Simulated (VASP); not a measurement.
Set up this calculation in VASP 6.6.1, as the native input.

```yaml
Task: single point
Functional: r2SCAN
Potentials_or_basis: VASP PAW PBE potentials, release 64 (Hf_pv, O)
Cutoff: 520 eV
k_mesh: 11 × 11 × 11
Occupations: fermi-dirac, width 0.1 eV
Spin: no spin polarisation
Dipole_correction: no
Further_INCAR_settings: ALGO = Normal; EDIFF = 1e-06; NBANDS = 18
```

Crystal: HfO2 (fluorite type).

```
CELL_PARAMETERS angstrom
0.00000 2.15676 2.15676
2.15676 0.00000 2.15676
2.15676 2.15676 0.00000
ATOMIC_POSITIONS crystal
Hf 0.00000 0.00000 0.00000
O 0.25000 0.25000 0.25000
O 0.75000 0.75000 0.75000
```

This cell differs from its parent crystal: volume scaled by 0.62.

One way to write it, as run:

POSCAR

```
HfO2
1.0
    0.0000000000      2.1567643986      2.1567643986
    2.1567643986      0.0000000000      2.1567643986
    2.1567643986      2.1567643986      0.0000000000
Hf O
1 2
Direct
    0.0000000000      0.0000000000      0.0000000000
    0.2500000000      0.2500000000      0.2500000000
    0.7500000000      0.7500000000      0.7500000000
```

INCAR.step1

```
SYSTEM = HfO2
PREC     = Accurate       ! precision mode
ENCUT    = 520            ! plane-wave cutoff, eV
ISMEAR   = -1             ! smearing method
SIGMA    = 0.1            ! smearing width, eV
LREAL    = .False.        ! projectors in reciprocal space
LASPH    = .True.         ! aspherical terms in the spheres
NELM     = 80             ! most SCF steps
NBANDS   = 18             ! bands
GGA      = PE             ! functional
ALGO     = Normal         ! electronic algorithm
EDIFF    = 1E-4           ! SCF threshold, eV
LWAVE    = .True.         ! write WAVECAR
LCHARG   = .False.        ! write CHGCAR
```

INCAR.step2

```
SYSTEM = HfO2
PREC     = Accurate       ! precision mode
ENCUT    = 520            ! plane-wave cutoff, eV
EDIFF    = 1E-6           ! SCF threshold, eV
ISMEAR   = -1             ! smearing method
SIGMA    = 0.1            ! smearing width, eV
LREAL    = .False.        ! projectors in reciprocal space
LASPH    = .True.         ! aspherical terms in the spheres
NELM     = 80             ! most SCF steps
ALGO     = Normal         ! electronic algorithm
ISIF     = 2              ! what is computed and relaxed
LWAVE    = .False.        ! write WAVECAR
LCHARG   = .False.        ! write CHGCAR
METAGGA  = R2SCAN         ! meta-GGA
LMIXTAU  = .True.       
NBANDS   = 18             ! bands
ISTART   = 1
```

KPOINTS

```
regular mesh
0
Gamma
  11 11 11
  0 0 0
```

Potentials or basis: VASP PAW PBE potentials, release 64 (Hf_pv, O).

Launch:

```sh
$ cat potpaw_PBE.64/Hf_pv/POTCAR potpaw_PBE.64/O/POTCAR > POTCAR
$ cp INCAR.step1 INCAR
$ mpirun -np 1 vasp_std > vasp.out
$ cp INCAR.step2 INCAR
$ mpirun -np 1 vasp_std > vasp.out
```

Results of the run:

| Quantity | Value |
| --- | --- |
| Pressure | 338.7 GPa |
| Band gap on the k mesh | 5.28 eV, indirect (least direct gap 6.03 eV) |

Caveat: the PAW data sets were made with another functional, which shifts forces and pressure a little; spin-orbit coupling is left out, which moves the levels of the heavy elements.

It took 23 s on 1 thread of Intel(R) Xeon(R) 6975P-C (Granite Rapids), with other jobs on the host, peak memory 0.15 GiB.
